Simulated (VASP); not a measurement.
Input of a VASP 6.6.1 run:

Contents of POSCAR:

```
ScPd3
1.0
    3.9954760000      0.0000000000      0.0000000000
    0.0000000000      3.9954760000      0.0000000000
    0.0000000000      0.0000000000      3.9954760000
Pd Sc
3 1
Direct
    0.0000000000      0.5000000000      0.5000000000
    0.5000000000      0.0000000000      0.5000000000
    0.5000000000      0.5000000000      0.0000000000
    0.0000000000      0.0000000000      0.0000000000
```

INCAR.step1

```
SYSTEM = ScPd3
PREC = Accurate
ENCUT = 550
ISMEAR = -1
SIGMA = 0.1
LREAL = .FALSE.
LASPH = .TRUE.
NELM = 120
NBANDS = 28
GGA = PE
ALGO = Normal
EDIFF = 1E-5
LWAVE = .TRUE.
LCHARG = .FALSE.
GGA_COMPAT = .FALSE.
```

File INCAR.step2:

```
SYSTEM = ScPd3
PREC = Accurate
ENCUT = 550
EDIFF = 1E-6
ISMEAR = -1
SIGMA = 0.1
LREAL = .FALSE.
LASPH = .TRUE.
NELM = 120
ALGO = Normal
ISIF = 2
LWAVE = .FALSE.
LCHARG = .TRUE.
METAGGA = R2SCAN
LMIXTAU = .TRUE.
LELF = .TRUE.
LVHAR = .TRUE.
NBANDS = 28
ISTART = 1
GGA_COMPAT = .FALSE.
```

File KPOINTS:

```
Automatic mesh
0
G
  5 5 5
  0 0 0
```

Potentials or basis: VASP PAW PBE potentials, release 64 (Pd, Sc_sv).

Command:

```sh
$ cat potpaw_PBE.64/Pd/POTCAR potpaw_PBE.64/Sc_sv/POTCAR > POTCAR
$ cp INCAR.step1 INCAR
$ mpirun -np 1 vasp_std > vasp.out
$ cp INCAR.step2 INCAR
$ mpirun -np 1 vasp_std > vasp.out
```

Question: What does it give for the pressure?

Answer: -2.1 GPa.

Caveat: the PAW data sets were made with another functional, which shifts forces and pressure a little.
